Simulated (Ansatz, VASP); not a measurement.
## Two plane-wave programs on Tl

Contents of POSCAR:

```
Tl
1.0
    0.0000000000      2.3605893764      2.3605893764
    2.3605893764      0.0000000000      2.3605893764
    2.3605893764      2.3605893764      0.0000000000
Tl
1
Direct
    0.0000000000      0.0000000000      0.0000000000
```

File INCAR.step1:

```
SYSTEM = Tl
ALGO     = Normal         ! electronic algorithm
EDIFF    = 1E-4           ! SCF threshold, eV
ENCUT    = 520            ! plane-wave cutoff, eV
GGA      = PE             ! functional
ISMEAR   = -1             ! smearing method
LASPH    = .TRUE.         ! aspherical terms in the spheres
LCHARG   = .FALSE.        ! write CHGCAR
LREAL    = .FALSE.        ! projectors in reciprocal space
LWAVE    = .TRUE.         ! write WAVECAR
NBANDS   = 12             ! bands
NELM     = 60             ! most SCF steps
PREC     = Accurate       ! precision mode
SIGMA    = 0.1            ! smearing width, eV
```

Contents of INCAR.step2:

```
SYSTEM = Tl
ALGO     = Normal         ! electronic algorithm
EDIFF    = 1E-6           ! SCF threshold, eV
ENCUT    = 520            ! plane-wave cutoff, eV
ISIF     = 2              ! what is computed and relaxed
ISMEAR   = -1             ! smearing method
ISTART   = 1            
LASPH    = .TRUE.         ! aspherical terms in the spheres
LCHARG   = .TRUE.         ! write CHGCAR
LELF     = .TRUE.         ! ELF
LMIXTAU  = .TRUE.       
LREAL    = .FALSE.        ! projectors in reciprocal space
LVHAR    = .TRUE.       
LWAVE    = .FALSE.        ! write WAVECAR
METAGGA  = R2SCAN         ! meta-GGA
NBANDS   = 12             ! bands
NELM     = 60             ! most SCF steps
PREC     = Accurate       ! precision mode
SIGMA    = 0.1            ! smearing width, eV
```

KPOINTS

```
k-points
0
G
  12 12 12
  0 0 0
```

Input for Ansatz:

```yaml
crystal:
  lattice:
    - [0.0, 2.3605893764, 2.3605893764]
    - [2.3605893764, 0.0, 2.3605893764]
    - [2.3605893764, 2.3605893764, 0.0]
  atoms:
    - { symbol: Tl, position: [0.0, 0.0, 0.0] }
hamiltonian:
  xc: r2scan
  pseudopotentials:
    kind: paw
    azcp:
      Tl: "pseudopotentials/Tl.paw.azcp"
basis:
  ecutwfc: 500
  fft_grid_basis: typed
kpoints:
  mp_grid: { grid: [12, 12, 12], shift: [0, 0, 0] }
magnetization:
  spin_polarized: false
scf:
  occupations: { method: fermi_dirac, width: 0.1 }
  lower_state_search: "off"
output:
  stress: true
  write_density: true
  write_potential: true
  elf: true
  volumetric_format: npy
```

Alike in both runs: task single point; functional r2SCAN; k mesh 12 × 12 × 12; occupations fermi-dirac, width 0.1 eV; no spin polarisation.

|  | VASP | Ansatz |
| --- | --- | --- |
| version | VASP 6.6.1 | Ansatz 0.2.0 |
| potentials or method | VASP PAW PBE potentials, release 64 (Tl_d), cutoff 520 eV | plane waves (500 eV) with PAW, scalar-relativistic |
| valence electrons in the cell | 13 | 13 |

```csv
,VASP,Ansatz,Ansatz less VASP
pressure (GPa),5.8,5.8,+0.01
```

VASP's potentials were made for PBE, not for r2SCAN. With one functional, cell and mesh, what is left measures potentials, basis and numerics.

Spin-orbit coupling is off throughout.
